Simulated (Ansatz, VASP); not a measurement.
## One calculation of HCl, two programs

```
H Cl
1.0
     0.00000    2.73750    2.73750
     2.73750    0.00000    2.73750
     2.73750    2.73750    0.00000
H Cl
1 1
Cartesian
  0.0000 0.0000 0.0000
  2.7375 2.7375 2.7375
```

Alike in both runs: task relaxation of cell and atoms; functional PBEsol; k mesh 6 × 6 × 6; occupations gaussian, width 0.1 eV; no spin polarisation.

|  | VASP | Ansatz |
| --- | --- | --- |
| version | VASP 6.6.1 | Ansatz 0.2.0 |
| potentials or method | VASP PAW PBE potentials, release 64 (H, Cl), cutoff 600 eV | scalar-relativistic, plane waves, PAW |
| valence electrons in the cell | 8 | 8 |

VASP gave:

| Property | Result |
| --- | --- |
| gap on the k mesh at the Fermi level, each at its own relaxed structure (eV) | none |
| relaxed volume (Å³/atom) | 11.07 |
| relaxed cell length with the largest relative difference (Å) | 3.152 |

Q: Which values does Ansatz return?

A: gap on the k mesh at the Fermi level, each at its own relaxed structure (eV): none; relaxed volume (Å³/atom): 11.07; relaxed cell length with the largest relative difference (Å): 3.151.

VASP's potentials were made for PBE, not for PBEsol. A gap of «none» marks a metal or a gap that the smearing closes.

Noted on VASP's run: the volume moved by over 15 % at a fixed basis, so the end points are rough.
